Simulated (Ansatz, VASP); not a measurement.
# Sn2Ir: VASP beside Ansatz

INCAR

```
  PREC = Accurate
  ENCUT = 520
  EDIFF = 1E-6
  ISMEAR = -1
  SIGMA = 0.03
  LREAL = False
  LASPH = True
  NELM = 100
  ALGO = Normal
  ISIF = 2
  LWAVE = False
  LCHARG = False
  NBANDS = 26
```

Contents of KPOINTS:

```
Automatic mesh
0
Gamma
  10 10 10
```

The input POSCAR:

```
Sn2Ir
1.0
    0.0000000000      3.1584012586      3.1584012586
    3.1584012586      0.0000000000      3.1584012586
    3.1584012586      3.1584012586      0.0000000000
Sn Ir
2 1
Direct
    0.2500000000      0.2500000000      0.2500000000
    0.7500000000      0.7500000000      0.7500000000
    0.0000000000      0.0000000000      0.0000000000
```

Input for Ansatz:

```yaml
crystal:
  lattice:
    - [0.0, 3.1584012586, 3.1584012586]
    - [3.1584012586, 0.0, 3.1584012586]
    - [3.1584012586, 3.1584012586, 0.0]
  atoms:
    - { symbol: Sn, position: [0.25, 0.25, 0.25] }
    - { symbol: Sn, position: [0.75, 0.75, 0.75] }
    - { symbol: Ir, position: [0.0, 0.0, 0.0] }
kpoints:
  mp_grid: { grid: [10, 10, 10] }
  band_path:
    path:
      - [0.0, 0.0, 0.0]
      - [0.5, 0.0, 0.5]
      - [0.625, 0.25, 0.625]
      - [0.375, 0.375, 0.75]
      - [0.0, 0.0, 0.0]
      - [0.5, 0.5, 0.5]
      - [0.5, 0.25, 0.75]
      - [0.5, 0.0, 0.5]
    npoints: 5
scf:
  occupations: { method: fermi_dirac, width: 0.03 }
hamiltonian:
  xc: lda
  pseudopotentials: { kind: all_electron, lapw: { basis_error: 0.001 } }
output:
  forces: true
  stress: true
  eigenvalues: true
```

Change from the starting cell: volume scaled by 0.99.

Alike in both runs: task single point; functional LDA; k mesh 10 × 10 × 10; occupations fermi-dirac, width 0.03 eV; no spin polarisation.

|  | VASP | Ansatz |
| --- | --- | --- |
| version | VASP 6.6.1 | Ansatz 0.2.0 |
| potentials or method | VASP PAW LDA potentials, release 64 (Sn_d, Ir), cutoff 520 eV | all-electron LAPW, scalar-relativistic |

VASP gave:

| Item | Value |
| --- | --- |
| pressure (GPa) | -0.5 |

Question: Estimate Ansatz's values.

Answer: Pressure (GPa): -0.9.

LDA's correlation is that of Perdew and Zunger in VASP and of Perdew and Wang (1992) in Ansatz. Ansatz ran all-electron here, and VASP with PAW potentials.

Neither program's run includes spin-orbit coupling.
